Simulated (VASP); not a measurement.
A run of VASP 6.6.1 is set up as follows.

Contents of INCAR:

```
SYSTEM = H22CO12
  PREC = Accurate
  ENCUT = 520
  EDIFF = 1E-6
  ISMEAR = -1
  SIGMA = 0.02
  LREAL = Auto
  LASPH = .True.
  NELM = 80
  ALGO = Normal
  ISIF = 2
  LWAVE = .False.
  LCHARG = .False.
  GGA = PS
  NBANDS = 72
```

KPOINTS

```
regular mesh
0
Gamma
  1 1 1
  0 0 0
```

File POSCAR:

```
H22CO12
1.0
    7.7854430000      0.0000000000      0.0000000000
    0.0000000000      7.7854430000      0.0000000000
    0.0000000000      0.0000000000      7.7854430000
O H C
12 22 1
Direct
    0.8038206689      0.3084346003      0.3352410389
    0.0799312255      0.5547532748      0.0778761080
    0.4132584363     -0.0493099750      0.0972199013
    0.5104526486      0.2601264950      0.9036736895
    0.4438925312      0.6912002310      0.8764048494
    0.6597826225      0.5812899793      0.4979678099
    0.7966791357      0.5632306344      0.8352896553
    0.6844825657     -0.0550771485      0.5688950520
    0.1674406967      0.3887383159      0.7847851432
   -0.1435371115      0.1701894163      0.8460147997
    0.8061455206      0.7566814117      0.1147911558
    0.8909191166      0.9188687143      0.3282279505
    0.6942572182      0.3441936445      0.2787124638
    0.8196579180      0.2060897498      0.2707488835
    0.0724557357      0.4566727931      0.0101599870
    0.1876450704      0.5921435685      0.0294780914
    0.2927129516     -0.0395353225      0.0832451024
    0.4424025711      0.0544220798      0.0295680027
    0.4273359910      0.3678403400      0.8613896473
    0.6398736719      0.2759123662      0.8840986955
    0.3819821171      0.8126962075      0.9185604467
    0.3899456974      0.6513823298      0.7650688599
    0.6828127828      0.5373489986      0.6140691031
    0.6328220501      0.4765303657      0.4371877104
    0.8438569263      0.6209537466      0.7396110921
    0.8083547718      0.6547604292      0.9079637472
    0.7998131898     -0.0225934478      0.5208566809
    0.6671553565     -0.1716023096      0.5074470393
    0.2153763119      0.4654584203      0.7000757696
    0.1376029598      0.2916340149      0.7185461380
   -0.1288173326      0.2474489891      0.7456223108
   -0.2270262591      0.0780173973      0.8033711120
    0.9086445049      0.6808989546      0.1628423713
    0.6884001334      0.9844012730      0.2073998872
    0.8008407486      0.8997175883      0.2054603701
```

Potentials or basis: VASP PAW PBE potentials, release 64 (O, H, C).

Launch:

```sh
$ cat potpaw_PBE.64/O/POTCAR potpaw_PBE.64/H/POTCAR potpaw_PBE.64/C/POTCAR > POTCAR
$ mpirun -np 1 vasp_gam > vasp.out
```

What does it give for the largest force?

4.402 eV/Å.

Estimate the band gap on the k mesh.

3.86 eV.

Stress tensor (GPa, compression positive):
```
-0.33  1.28 -0.29
 1.28 -0.08  1.85
-0.29  1.85  1.98
```

Caveat: the k points lie up to 0.81 Å⁻¹ apart; the PAW data sets were made with another functional, which shifts forces and pressure a little.
